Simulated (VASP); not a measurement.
A run of VASP 6.6.1 is set up as follows.

File INCAR:

```
SYSTEM = Al3Cu
PREC = Accurate
ENCUT = 520
EDIFF = 1E-7
ISMEAR = 1
SIGMA = 0.15
LREAL = .False.
LASPH = .True.
NELM = 80
ALGO = Normal
ISIF = 2
LWAVE = .False.
LCHARG = .True.
GGA = PS
IVDW = 13
LELF = .True.
LVHAR = .True.
NBANDS = 18
```

Contents of KPOINTS:

```
Automatic mesh
0
Gamma
  6 6 6
  0 0 0
```

POSCAR

```
Al3Cu
1.0
    3.9241510000      0.0000000000      0.0000000000
    0.0000000000      3.9241510000      0.0000000000
    0.0000000000      0.0000000000      3.9241510000
Al Cu
3 1
Direct
    0.0000000000      0.5000000000      0.5000000000
    0.5000000000      0.0000000000      0.5000000000
    0.5000000000      0.5000000000      0.0000000000
    0.0000000000      0.0000000000      0.0000000000
```

Potentials or basis: VASP PAW PBE potentials, release 64 (Al, Cu).

Command:

```bash
$ cat potpaw_PBE.64/Al/POTCAR potpaw_PBE.64/Cu/POTCAR > POTCAR
$ mpirun -np 1 vasp_std > vasp.out
```

(1) Predict the pressure.

(2) Estimate the dispersion energy per atom.

Answers

(1) -4.6 GPa.

(2) -0.226 eV.

Caveat: the PAW data sets were made with another functional, which shifts forces and pressure a little; pairwise dispersion overbinds metals, which lowers pressure and volume.
